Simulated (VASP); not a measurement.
A run of VASP 6.6.1:

Contents of INCAR:

```
ALGO     = Normal         # electronic algorithm
EDIFF    = 1E-6           # SCF threshold, eV
ENCUT    = 520            # plane-wave cutoff, eV
GGA      = PE             # functional
ISIF     = 2              # what is computed and relaxed
ISMEAR   = 0              # smearing method
ISPIN    = 2              # spin polarisation
LASPH    = T              # aspherical terms in the spheres
LCHARG   = T              # write CHGCAR
LELF     = T              # ELF
LMAXMIX  = 4              # l up to which the mixer works
LORBIT   = 11             # projections on sites
LREAL    = F              # projectors in reciprocal space
LVHAR    = T            
LWAVE    = F              # write WAVECAR
MAGMOM   = 2.5 2.5 2.5 2.5 0 0 0 0 # initial moments
NBANDS   = 38             # bands
NELM     = 150            # most SCF steps
PREC     = Accurate       # precision mode
SIGMA    = 0.05           # smearing width, eV
```

Contents of KPOINTS:

```
k-points
0
Gamma
  4 4 4
```

File POSCAR:

```
FeSi
1.0
    4.4482390960      0.0000000000      0.0000000000
    0.0000000000      4.4482390960      0.0000000000
    0.0000000000      0.0000000000      4.4482390960
Fe Si
4 4
Direct
    0.1359972331      0.1359972331      0.1359972331
    0.3640027669      0.8640027669      0.6359972331
    0.6359972331      0.3640027669      0.8640027669
    0.8640027669      0.6359972331      0.3640027669
    0.8407355509      0.8407355509      0.8407355509
    0.6592644491      0.1592644491      0.3407355509
    0.3407355509      0.6592644491      0.1592644491
    0.1592644491      0.3407355509      0.6592644491
```

Potentials or basis: VASP PAW PBE potentials, release 64 (Fe, Si).

Launch:

```console
$ cat potpaw_PBE.64/Fe/POTCAR potpaw_PBE.64/Si/POTCAR > POTCAR
$ mpirun -np 1 vasp_std > vasp.out
```

Hardware: 1 thread of Intel(R) Xeon(R) Platinum 8488C (Sapphire Rapids), on a shared host.

Q: Estimate the wall time of this run.

A: Wall time 89 s on 1 thread of Intel(R) Xeon(R) Platinum 8488C (Sapphire Rapids), with other jobs on the host, peak memory 0.25 GiB. Counts: scf iterations 18, k points 11.
